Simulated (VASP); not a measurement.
Here is a VASP 6.6.1 calculation.

File INCAR:

```
SYSTEM = C
PREC     = Accurate       ! precision mode
ENCUT    = 520            ! plane-wave cutoff, eV
EDIFF    = 1E-7           ! SCF threshold, eV
ISMEAR   = 0              ! smearing method
SIGMA    = 0.05           ! smearing width, eV
LREAL    = .False.        ! projectors in reciprocal space
LASPH    = .True.         ! aspherical terms in the spheres
NELM     = 100            ! most SCF steps
ALGO     = Normal         ! electronic algorithm
ISIF     = 2              ! what is computed and relaxed
LWAVE    = .False.        ! write WAVECAR
LCHARG   = .True.         ! write CHGCAR
GGA      = PE             ! functional
IVDW     = 12             ! dispersion correction
LELF     = .True.         ! ELF
LVHAR    = .True.       
NBANDS   = 11             ! bands
```

Contents of KPOINTS:

```
regular mesh
0
Gamma
  15 15 15
  0 0 0
```

Contents of POSCAR:

```
C
1.0
    1.2324984681      0.7115833223      3.3613878357
   -1.2324984681      0.7115833223      3.3613878357
    0.0000000000     -1.4231666447      3.3613878357
C
2
Direct
    0.1537054893      0.1537054893      0.1853251174
    0.8462945107      0.8462945107      0.8146748826
```

Potentials or basis: VASP PAW PBE potentials, release 64 (C).

Launch:

```sh
$ cat potpaw_PBE.64/C/POTCAR > POTCAR
$ mpirun -np 1 vasp_std > vasp.out
```

Question: Estimate the largest force.

Answer: 5.396 eV/Å.

Question: What does it give for the pressure?

Answer: 4.3 GPa.

Question: Predict the dispersion energy per atom.

Answer: -0.156 eV.

Forces in eV/Å, atoms in the order of the input:
```
C    0.000  5.344  0.747
C    0.000 -5.344 -0.747
```

Caveat: the cell differs from its parent crystal (atoms displaced along several vibrational modes); the stress differs along the axes, from -4 to 17 GPa; forces of over 1 eV/Å act on the atoms, so gaps and moduli don't describe the material at rest.
